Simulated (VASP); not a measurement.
Here is a VASP 6.6.1 calculation.

INCAR

```
SYSTEM = Ni2Ge
ALGO = Normal ; EDIFF = 1E-7
ENCUT = 520 ; GGA = PS
ISIF = 2 ; ISMEAR = 0
LASPH = .True. ; LCHARG = .False.
LREAL = .False. ; LWAVE = .False.
NBANDS = 43 ; NELM = 100
PREC = Accurate ; SIGMA = 0.1
```

KPOINTS

```
k-points
0
Gamma
  12 12 8
  0 0 0
```

Contents of POSCAR:

```
Ni2Ge
1.0
    3.9719628416      0.0000000000      0.0000000000
   -1.9859814208      3.4398207238      0.0000000000
    0.0000000000      0.0000000000      5.0140594320
Ni Ge
4 2
Direct
    0.6666666667      0.3333333333      0.2500000000
    0.3333333333      0.6666666667      0.7500000000
    0.0000000000      0.0000000000      0.0000000000
    0.0000000000      0.0000000000      0.5000000000
    0.6666666667      0.3333333333      0.7500000000
    0.3333333333      0.6666666667      0.2500000000
```

Potentials or basis: VASP PAW PBE potentials, release 64 (Ni, Ge_d).

Run with:

```console
$ cat potpaw_PBE.64/Ni/POTCAR potpaw_PBE.64/Ge_d/POTCAR > POTCAR
$ mpirun -np 1 vasp_std > vasp.out
```

(1) Predict the pressure.

(2) Predict the band gap on the k mesh.

Answers

(1) 0.3 GPa.

(2) zero (band 34 reaches 12.54 eV, above the bottom of band 35 at 9.76 eV).

Caveat: the PAW data sets were made with another functional, which shifts forces and pressure a little.
